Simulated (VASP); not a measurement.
Crystal: NaI.

```
I Na
1.0
     0.00000    3.29987    3.29987
     3.29987    0.00000    3.29987
     3.29987    3.29987    0.00000
I Na
1 1
Cartesian
  3.2999 3.2999 3.2999
  0.0000 0.0000 0.0000
```

Base run:

```yaml
Program: VASP 6.6.1
Functional: PBEsol
Potentials_or_basis: VASP PAW PBE potentials, release 64 (I, Na_pv)
Cutoff: 520 eV
k_mesh: 7 × 7 × 7
Occupations: fermi-dirac, width 0.05 eV
Spin: no spin polarisation
```

Its results: band gap on the k mesh 3.37 eV, direct; pressure -1.2 GPa.

Question: The run is repeated on the same cell with these changes: functional from PBEsol to LDA; potentials or basis from VASP PAW PBE potentials, release 64 (I, Na_pv) to VASP PAW LDA potentials, release 64 (I, Na_pv). What comes out?

Answer: Band gap on the k mesh 3.20 eV, direct; pressure -2.2 GPa.

Caveats: spin-orbit coupling is left out, which moves the levels of the heavy elements; the PAW data sets were made with another functional, which shifts forces and pressure a little (some runs).

